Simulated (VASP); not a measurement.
Wanted: the native input for a VASP 6.6.1 run.

```
Task                   : single point
Functional             : PBEsol
Potentials or basis    : VASP PAW PBE potentials, release 64 (Ti_sv)
Cutoff                 : 520 eV
k mesh                 : 7 × 7 × 10
Occupations            : fermi-dirac, width 0.1 eV
Spin                   : no spin polarisation
Dipole correction      : no
Further INCAR settings : ALGO = Normal; EDIFF = 1e-07; NBANDS = 25
```

The structure of Ti lies in POSCAR:

```
Ti
1.0
    4.6605332576      0.0000000000      0.0000000000
   -2.3302666288      4.0361403407      0.0000000000
    0.0000000000      0.0000000000      2.8571095188
Ti
3
Direct
    0.0000000000      0.0000000000      0.0000000000
    0.3333333333      0.6666666667      0.5000000000
    0.6666666667      0.3333333333      0.5000000000
```

This isn't the form of Ti at room conditions, which is hcp.

These files were run (other wordings do the same):

INCAR

```
SYSTEM = Ti
PREC = Accurate
ENCUT = 520
EDIFF = 1E-7
ISMEAR = -1
SIGMA = 0.1
LREAL = .False.
LASPH = .True.
NELM = 60
ALGO = Normal
ISIF = 2
LWAVE = .False.
LCHARG = .False.
GGA = PS
NBANDS = 25
```

KPOINTS

```
regular mesh
0
Gamma
  7 7 10
  0 0 0
```

Potentials or basis: VASP PAW PBE potentials, release 64 (Ti_sv).

Run with:

```bash
$ cat potpaw_PBE.64/Ti_sv/POTCAR > POTCAR
$ mpirun -np 1 vasp_std > vasp.out
```

Results of the run:

| Item | Value |
| --- | --- |
| Pressure | -8.7 GPa |
| Band gap on the k mesh | zero (bands 18 and 19 overlap by 0.24 eV) |

Caveat: the cell stands under tension; the PAW data sets were made with another functional, which shifts forces and pressure a little.

Wall time 76 s on 1 thread of Intel Xeon 8259CL, with other jobs on the host, peak memory 0.2 GiB.
